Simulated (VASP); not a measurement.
Input of a VASP 6.6.1 run:

File INCAR:

```
PREC     = Accurate       # precision mode
ENCUT    = 520            # plane-wave cutoff, eV
EDIFF    = 1E-6           # SCF threshold, eV
ISMEAR   = 0              # smearing method
SIGMA    = 0.1            # smearing width, eV
LREAL    = False          # projectors in reciprocal space
LASPH    = True           # aspherical terms in the spheres
NELM     = 60             # most SCF steps
ALGO     = Normal         # electronic algorithm
ISIF     = 2              # what is computed and relaxed
LWAVE    = False          # write WAVECAR
LCHARG   = True           # write CHGCAR
GGA      = PE             # functional
LELF     = True           # ELF
LVHAR    = True         
NBANDS   = 22             # bands
```

Contents of KPOINTS:

```
regular mesh
0
Gamma
  6 6 6
```

The input POSCAR:

```
Tl2H3
1.0
    1.6897486890      0.9755768605      7.8328423082
   -1.6897486890      0.9755768605      7.8328423082
    0.0000000000     -1.9511537209      7.8328423082
Tl H
2 3
Direct
    0.4000000000      0.4000000000      0.4000000000
    0.6000000000      0.6000000000      0.6000000000
    0.0000000000      0.0000000000      0.0000000000
    0.2095000000      0.2095000000      0.2095000000
    0.7905000000      0.7905000000      0.7905000000
```

Potentials or basis: VASP PAW PBE potentials, release 64 (Tl_d, H).

Run with:

```bash
$ cat potpaw_PBE.64/Tl_d/POTCAR potpaw_PBE.64/H/POTCAR > POTCAR
$ mpirun -np 1 vasp_std > vasp.out
```

Predict the band gap on the k mesh.

zero (an odd number of electrons rules out a gap without spin polarisation).

What does it give for the largest force?

1.023 eV/Å.

Predict the pressure.

3.8 GPa.

Forces in eV/Å, atoms in the order of the input:
```
Tl   0.000  0.000  1.023
Tl   0.000  0.000 -1.023
H    0.000  0.000  0.000
H    0.000  0.000  0.457
H    0.000  0.000 -0.457
```

Caveat: the k points lie up to 0.36 Å⁻¹ apart, too coarse for converged energies and pressures of a metal; spin-orbit coupling is left out, which moves the levels of the heavy elements; forces of over 1 eV/Å act on the atoms, so gaps and moduli don't describe the material at rest.
